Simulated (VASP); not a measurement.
# Mo2Ir (Fd-3m) in VASP: single point with PBE+U

Aim: the single point of Mo2Ir with PBE+U.

Everything below comes from runs of VASP 6.6.1. Logs are shortened: lines on timing, memory, paths and dates and some standing lists are left out, and cuts for length are marked.

## 1. The cell of the first run

It takes space group Fd-3m (No. 227, cubic). Conventional cell: a = 7.222 Å, b = 7.222 Å, c = 7.222 Å, α = 90.00°, β = 90.00°, γ = 90.00°. Mo (site symmetry -3m) has 6 Mo at 2.55 Å and 6 Ir at 2.99 Å within 3.4 Å. Ir (site symmetry -43m) has 12 Mo at 2.99 Å and 4 Ir at 3.13 Å within 3.9 Å.

## 2. Single point, PBE+U

File INCAR:

```
SYSTEM = Mo2Ir
  ALGO = Normal
  EDIFF = 1E-6
  ENCUT = 500
  GGA = PE
  GGA_COMPAT = .False.
  ISIF = 2
  ISMEAR = 0
  LASPH = .True.
  LCHARG = .False.
  LDAU = .True.
  LDAUJ = 0 0
  LDAUL = -1 2
  LDAUPRINT = 1
  LDAUTYPE = 2
  LDAUU = 0 8
  LMAXMIX = 4
  LREAL = .False.
  LWAVE = .False.
  NBANDS = 46
  NELM = 200
  PREC = Accurate
  SIGMA = 0.1
```

File KPOINTS:

```
k-points
0
Gamma
  10 10 10
  0 0 0
```

File POSCAR:

```
Mo2Ir
1.0
    0.0000000000      3.6110310473      3.6110310473
    3.6110310473      0.0000000000      3.6110310473
    3.6110310473      3.6110310473      0.0000000000
Mo Ir
4 2
Direct
    0.1250000000      0.1250000000      0.1250000000
    0.6250000000      0.1250000000      0.1250000000
    0.1250000000      0.1250000000      0.6250000000
    0.1250000000      0.6250000000      0.1250000000
    0.5000000000      0.5000000000      0.5000000000
    0.7500000000      0.7500000000      0.7500000000
```

Potentials or basis: VASP PAW PBE potentials, release 64 (Mo_sv, Ir).

Command:

```console
$ cat potpaw_PBE.64/Mo_sv/POTCAR potpaw_PBE.64/Ir/POTCAR > POTCAR
$ mpirun -np 1 vasp_std > vasp.out
```

OUTCAR:

```text
SYSTEM = Mo2Ir
   EDIFF = 1E-6
   ENCUT = 500
   GGA = PE
   ISIF = 2
   ISMEAR = 0
   LASPH = .True.
   LREAL = .False.
   NELM = 200
   PREC = Accurate

 ion  position               nearest neighbor table
   1  0.125  0.125  0.125-   2 2.55   3 2.55   4 2.55   3 2.55   4 2.55   2 2.55   6 2.99   5 2.99
                             6 2.99   5 2.99   6 2.99   5 2.99
   2  0.625  0.125  0.125-   1 2.55   3 2.55   4 2.55   1 2.55   3 2.55   4 2.55   5 2.99   6 2.99
                             5 2.99   6 2.99   6 2.99   5 2.99
   3  0.125  0.125  0.625-   1 2.55   1 2.55   2 2.55   4 2.55   4 2.55   2 2.55   6 2.99   5 2.99
                             6 2.99   5 2.99   6 2.99   5 2.99
   4  0.125  0.625  0.125-   1 2.55   3 2.55   1 2.55   2 2.55   3 2.55   2 2.55   6 2.99   5 2.99
                             6 2.99   5 2.99   6 2.99   5 2.99
   5  0.500  0.500  0.500-   4 2.99   2 2.99   2 2.99   4 2.99   3 2.99   3 2.99   1 2.99   1 2.99
                             1 2.99   2 2.99   3 2.99   4 2.99   6 3.13   6 3.13   6 3.13   6 3.13
   6  0.750  0.750  0.750-   2 2.99   4 2.99   2 2.99   4 2.99   2 2.99   3 2.99   1 2.99   4 2.99
                             3 2.99   1 2.99   3 2.99   1 2.99   5 3.13   5 3.13   5 3.13   5 3.13

  LATTYP: Found a face centered cubic cell.
 ALAT       =     7.2220620946

  Lattice vectors:

 A1 = (   0.0000000000,   3.6110310473,   3.6110310473)
 A2 = (   3.6110310473,   0.0000000000,   3.6110310473)
 A3 = (   3.6110310473,   3.6110310473,   0.0000000000)

Analysis of symmetry for initial positions (statically):
=====================================================================
 Subroutine PRICEL returns:
 Original cell was already a primitive cell.

 Routine SETGRP: Setting up the symmetry group for a
 face centered cubic supercell.

 Subroutine GETGRP returns: Found 48 space group operations
 (whereof 24 operations were pure point group operations)
 out of a pool of 48 trial point group operations.

The static configuration has the point symmetry T_d .
 The point group associated with its full space group is O_h .

Analysis of symmetry for dynamics (positions and initial velocities):
=====================================================================
 Subroutine PRICEL returns:
 Original cell was already a primitive cell.

 Routine SETGRP: Setting up the symmetry group for a
 face centered cubic supercell.

 Subroutine GETGRP returns: Found 48 space group operations
 (whereof 24 operations were pure point group operations)
 out of a pool of 48 trial point group operations.

The dynamic configuration has the point symmetry T_d .
 The point group associated with its full space group is O_h .

 Subroutine INISYM returns: Found 48 space group operations
 (whereof 24 operations are pure point group operations),
 and found     1 'primitive' translations

----------------------------------------------------------------------------------------

                                     Primitive cell

  volume of cell :      94.1724

  direct lattice vectors                    reciprocal lattice vectors
     0.000000000  3.611031047  3.611031047    -0.138464608  0.138464608  0.138464608
     3.611031047  0.000000000  3.611031047     0.138464608 -0.138464608  0.138464608
     3.611031047  3.611031047  0.000000000     0.138464608  0.138464608 -0.138464608

  length of vectors
     5.106769081  5.106769081  5.106769081     0.239827737  0.239827737  0.239827737

  position of ions in fractional coordinates (direct lattice)
     0.125000000  0.125000000  0.125000000
     0.625000000  0.125000000  0.125000000
[... 126 lines left out ...]
   NGX = 19   NGY = 19   NGZ = 19

atom =   5  type =  2  l = 2

 onsite density matrix

spin component  1

  0.7648  0.0000 -0.0000  0.0000  0.0000
  0.0000  0.7648 -0.0000 -0.0000  0.0000
 -0.0000 -0.0000  0.9148 -0.0000  0.0000
  0.0000 -0.0000 -0.0000  0.7648  0.0000
  0.0000  0.0000  0.0000  0.0000  0.9148

spin component  2

  0.7648  0.0000 -0.0000  0.0000  0.0000
  0.0000  0.7648 -0.0000 -0.0000  0.0000
 -0.0000 -0.0000  0.9148 -0.0000  0.0000
  0.0000 -0.0000 -0.0000  0.7648  0.0000
  0.0000  0.0000  0.0000  0.0000  0.9148

 occupancies and eigenvectors

  o =  0.7648  v =  0.0000  0.7119  0.0000  0.7023  0.0000  0.0000  0.0000  0.0000  0.0000  0.0000      0.0000  0.0000  0.0000  0.0000  0.0000  0.0000  0.0000  0.0000  0.0000  0.0000
  o =  0.7648  v =  0.0000  0.0000  0.0000  0.0000  0.0000  0.0000  0.7119  0.0000  0.7023  0.0000      0.0000  0.0000  0.0000  0.0000  0.0000  0.0000  0.0000  0.0000  0.0000  0.0000
  o =  0.7648  v =  0.0000 -0.7023  0.0000  0.7119  0.0000  0.0000  0.0000  0.0000  0.0000  0.0000      0.0000  0.0000  0.0000  0.0000  0.0000  0.0000  0.0000  0.0000  0.0000  0.0000
  o =  0.7648  v =  0.0000  0.0000  0.0000  0.0000  0.0000  0.0000 -0.7023  0.0000  0.7119  0.0000      0.0000  0.0000  0.0000  0.0000  0.0000  0.0000  0.0000  0.0000  0.0000  0.0000
  o =  0.7648  v =  0.0000  0.0000  0.0000  0.0000  0.0000  1.0000  0.0000  0.0000  0.0000  0.0000      0.0000  0.0000  0.0000  0.0000  0.0000  0.0000  0.0000  0.0000  0.0000  0.0000
  o =  0.7648  v =  1.0000  0.0000  0.0000  0.0000  0.0000  0.0000  0.0000  0.0000  0.0000  0.0000      0.0000  0.0000  0.0000  0.0000  0.0000  0.0000  0.0000  0.0000  0.0000  0.0000
  o =  0.9148  v =  0.0000  0.0000  0.0000  0.0000  0.0000  0.0000  0.0000 -0.0225 -0.0000  0.9997      0.0000  0.0000  0.0000  0.0000  0.0000  0.0000  0.0000  0.0000  0.0000  0.0000
  o =  0.9148  v =  0.0000  0.0000 -0.0225 -0.0000  0.9997  0.0000  0.0000  0.0000  0.0000  0.0000      0.0000  0.0000  0.0000  0.0000  0.0000  0.0000  0.0000  0.0000  0.0000  0.0000
  o =  0.9148  v =  0.0000 -0.0000  0.9997 -0.0000  0.0225  0.0000  0.0000  0.0000  0.0000  0.0000      0.0000  0.0000  0.0000  0.0000  0.0000  0.0000  0.0000  0.0000  0.0000  0.0000
  o =  0.9148  v =  0.0000  0.0000  0.0000  0.0000  0.0000  0.0000 -0.0000  0.9997 -0.0000  0.0225      0.0000  0.0000  0.0000  0.0000  0.0000  0.0000  0.0000  0.0000  0.0000  0.0000

atom =   6  type =  2  l = 2

 onsite density matrix

spin component  1

  0.7648 -0.0000 -0.0000  0.0000  0.0000
 -0.0000  0.7648 -0.0000 -0.0000  0.0000
 -0.0000 -0.0000  0.9148  0.0000 -0.0000
  0.0000 -0.0000  0.0000  0.7648 -0.0000
  0.0000  0.0000 -0.0000 -0.0000  0.9148

spin component  2

  0.7648 -0.0000 -0.0000  0.0000  0.0000
 -0.0000  0.7648 -0.0000 -0.0000  0.0000
 -0.0000 -0.0000  0.9148  0.0000 -0.0000
  0.0000 -0.0000  0.0000  0.7648 -0.0000
  0.0000  0.0000 -0.0000 -0.0000  0.9148

 occupancies and eigenvectors

  o =  0.7648  v =  1.0000  0.0000  0.0000  0.0000  0.0000  0.0000  0.0000  0.0000  0.0000  0.0000      0.0000  0.0000  0.0000  0.0000  0.0000  0.0000  0.0000  0.0000  0.0000  0.0000
  o =  0.7648  v =  0.0000  0.0000  0.0000  0.0000  0.0000  1.0000  0.0000  0.0000  0.0000  0.0000      0.0000  0.0000  0.0000  0.0000  0.0000  0.0000  0.0000  0.0000  0.0000  0.0000
  o =  0.7648  v =  0.0000  0.4910 -0.0000  0.8712  0.0000  0.0000  0.0000  0.0000  0.0000  0.0000      0.0000  0.0000  0.0000  0.0000  0.0000  0.0000  0.0000  0.0000  0.0000  0.0000
  o =  0.7648  v =  0.0000  0.0000  0.0000  0.0000  0.0000  0.0000  0.4910 -0.0000  0.8712  0.0000      0.0000  0.0000  0.0000  0.0000  0.0000  0.0000  0.0000  0.0000  0.0000  0.0000
  o =  0.7648  v =  0.0000  0.0000  0.0000  0.0000  0.0000  0.0000 -0.8712  0.0000  0.4910 -0.0000      0.0000  0.0000  0.0000  0.0000  0.0000  0.0000  0.0000  0.0000  0.0000  0.0000
  o =  0.7648  v =  0.0000 -0.8712  0.0000  0.4910 -0.0000  0.0000  0.0000  0.0000  0.0000  0.0000      0.0000  0.0000  0.0000  0.0000  0.0000  0.0000  0.0000  0.0000  0.0000  0.0000
  o =  0.9148  v =  0.0000  0.0000  0.0000  0.0000  0.0000  0.0000 -0.0000 -1.0000 -0.0000 -0.0036      0.0000  0.0000  0.0000  0.0000  0.0000  0.0000  0.0000  0.0000  0.0000  0.0000
  o =  0.9148  v =  0.0000 -0.0000 -1.0000 -0.0000 -0.0036  0.0000  0.0000  0.0000  0.0000  0.0000      0.0000  0.0000  0.0000  0.0000  0.0000  0.0000  0.0000  0.0000  0.0000  0.0000
  o =  0.9148  v =  0.0000  0.0000  0.0000  0.0000  0.0000  0.0000  0.0000  0.0036 -0.0000 -1.0000      0.0000  0.0000  0.0000  0.0000  0.0000  0.0000  0.0000  0.0000  0.0000  0.0000
  o =  0.9148  v =  0.0000  0.0000  0.0036 -0.0000 -1.0000  0.0000  0.0000  0.0000  0.0000  0.0000      0.0000  0.0000  0.0000  0.0000  0.0000  0.0000  0.0000  0.0000  0.0000  0.0000

 number of electron      73.9999990 magnetization

 Free energy of the ion-electron system (eV)
  ---------------------------------------------------
  ext. energy  EPLUGINS =         0.00000000
  ---------------------------------------------------
  free energy    TOTEN  =       -44.92006317 eV

  energy without entropy =      -44.90158243  energy(sigma->0) =      -44.91082280

 E-fermi :  10.4642     XC(G=0): -13.2486

 val. band max:       10.4486308800   @ k =   0.4000   0.3000   0.1000
 cond. band min:      10.4652299885   @ k =   0.5000   0.4000   0.0000
 fundamental gap:      0.0165991085
 Fermi energy:        10.4641563725

 k-point     1 :       0.0000    0.0000    0.0000
  band No.  band energies     occupation
      1     -50.9137      2.00000
      2     -50.4443      2.00000
      3     -50.4443      2.00000
      4     -50.4443      2.00000
      5     -26.4581      2.00000
      6     -25.3798      2.00000
[... 1165 lines left out ...]
     45      12.7385      0.00000
     46      13.1355      0.00000

 [... further k-points ...]

------------------------ aborting loop because EDIFF is reached ----------------------------------------

  FORCE on cell =-STRESS in cart. coord.  units (eV):
  Direction    XX          YY          ZZ          XY          YZ          ZX
  --------------------------------------------------------------------------------------
  -------------------------------------------------------------------------------------
  Total       -4.6562003     -4.6562003     -4.6562003     -0.0000000      0.0000000     -0.0000000
  in kB      -79.2170335    -79.2170335    -79.2170335     -0.0000000      0.0000000     -0.0000000
  external PRESSURE =     -79.2170335 kB  Pullay stress =       0.0000000 kB

 VOLUME and BASIS-vectors are now :
 -----------------------------------------------------------------------------
  energy-cutoff  :      500.00
  volume of cell :       94.17
      direct lattice vectors                 reciprocal lattice vectors
     0.000000000  3.611031047  3.611031047    -0.138464608  0.138464608  0.138464608
     3.611031047  0.000000000  3.611031047     0.138464608 -0.138464608  0.138464608
     3.611031047  3.611031047  0.000000000     0.138464608  0.138464608 -0.138464608

 POSITION                                       TOTAL-FORCE (eV/Angst)
 -----------------------------------------------------------------------------------
      0.90276      0.90276      0.90276        -0.000000      0.000000      0.000000
      0.90276      2.70827      2.70827        -0.000000      0.000000      0.000000
      2.70827      2.70827      0.90276        -0.000000      0.000000      0.000000
      2.70827      0.90276      2.70827        -0.000000      0.000000      0.000000
      3.61103      3.61103      3.61103         0.000000      0.000000      0.000000
      5.41655      5.41655      5.41655        -0.000000     -0.000000     -0.000000
 -----------------------------------------------------------------------------------
    total drift:                                0.000000     -0.000000      0.000000

  FREE ENERGIE OF THE ION-ELECTRON SYSTEM (eV)
  ---------------------------------------------------
  free  energy   TOTEN  =       -44.9200631710 eV

  energy  without entropy=      -44.9015824303  energy(sigma->0) =      -44.91082280
```

Run time: 14 min. Hardware: 1 thread of Intel Xeon 8259CL, shared host; peak memory 0.33 GiB.

What came out:

| Property | Result |
| --- | --- |
| Free energy | -44.9201 eV |
| Pressure | -7.9 GPa |
| Band gap on the k mesh | zero (bands 37 and 38 overlap by 2.24 eV) |

Levels at points of the mesh, in eV from the Fermi level:
```
           k point  band 33  band 34  band 35  band 36  band 37  band 38  band 39  band 40  band 41  band 42
(0.00, 0.00, 0.00)    -2.22    -1.63    -1.63    -1.63     1.80     1.80     1.80     2.63     2.63     2.63
(0.50, 0.00, 0.00)    -1.53    -1.32    -0.96    -0.24    -0.24     0.12     0.12     0.51     1.45     1.45
(0.50, 0.50, 0.00)    -1.32    -1.32    -0.94    -0.94     0.22     0.22     0.46     0.46     0.58     0.58
```

Eigenvalues of the final occupation matrices:
```
    site  spin  trace               eigenvalues
site 5 d     1   4.12  0.76 0.76 0.76 0.91 0.91
site 5 d     2   4.12  0.76 0.76 0.76 0.91 0.91
site 6 d     1   4.12  0.76 0.76 0.76 0.91 0.91
site 6 d     2   4.12  0.76 0.76 0.76 0.91 0.91
```

Caveat: the cell stands under tension; spin-orbit coupling is left out, which moves the levels of the heavy elements; U without spin polarisation on a metal has little footing; the U is typed as a test and isn't derived for this compound.
